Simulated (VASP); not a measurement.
A run of VASP 6.6.1:

File INCAR:

```
SYSTEM = Al4N5
PREC = Accurate
ENCUT = 520
EDIFF = 1E-6
ISMEAR = 0
SIGMA = 0.05
LREAL = Auto
LASPH = .TRUE.
NELM = 80
ALGO = Normal
ISIF = 2
LWAVE = .FALSE.
LCHARG = .TRUE.
LDIPOL = .TRUE.
IDIPOL = 3
DIPOL = 0.5 0.5 0.315
GGA = PE
LELF = .TRUE.
LVHAR = .TRUE.
LVACPOTAV = .TRUE.
NBANDS = 52
```

The input KPOINTS:

```
Automatic mesh
0
G
  5 6 1
  0 0 0
```

POSCAR

```
Al4N5
1.0
    6.2595366887      0.0000000000      0.0000000000
    0.0000000000      5.0173032419      0.0000000000
    0.0000000000      0.0000000000     20.1620320362
Al N
8 10
Direct
    0.0000000000      0.9982714950      0.1983927013
    0.5000000000      0.9982714950      0.1983927013
    0.2500000000      0.4982714950      0.2432039732
    0.7500000000      0.4982714950      0.2432039732
    0.2500000000      0.9915197249      0.3381855719
    0.7500000000      0.9915197249      0.3381855719
    0.0000000000      0.4624332456      0.3657061888
    0.5000000000      0.4624332456      0.3657061888
    0.0000000000      0.6167285050      0.1983927013
    0.5000000000      0.6167285050      0.1983927013
    0.2500000000      0.1167285050      0.2432039732
    0.7500000000      0.1167285050      0.2432039732
    0.2500000000      0.6143669383      0.3369672669
    0.7500000000      0.6143669383      0.3369672669
    0.0000000000      0.1112303967      0.3750629908
    0.5000000000      0.1112303967      0.3750629908
    0.0000000000      0.4445637300      0.5099101198
    0.0000000000      0.4445637300      0.5645746263
```

Potentials or basis: VASP PAW PBE potentials, release 64 (Al, N).

Run with:

```bash
$ cat potpaw_PBE.64/Al/POTCAR potpaw_PBE.64/N/POTCAR > POTCAR
$ mpirun -np 1 vasp_std > vasp.out
```

Hardware: 1 thread of Oxide Virtual Turin-like Processor, on a shared host.

Problem. Estimate the wall time of this run.

Solution. Wall time 16 min on 1 thread of Oxide Virtual Turin-like Processor, with other jobs on the host, peak memory 0.66 GiB. Counts: scf iterations 27, k points 12.
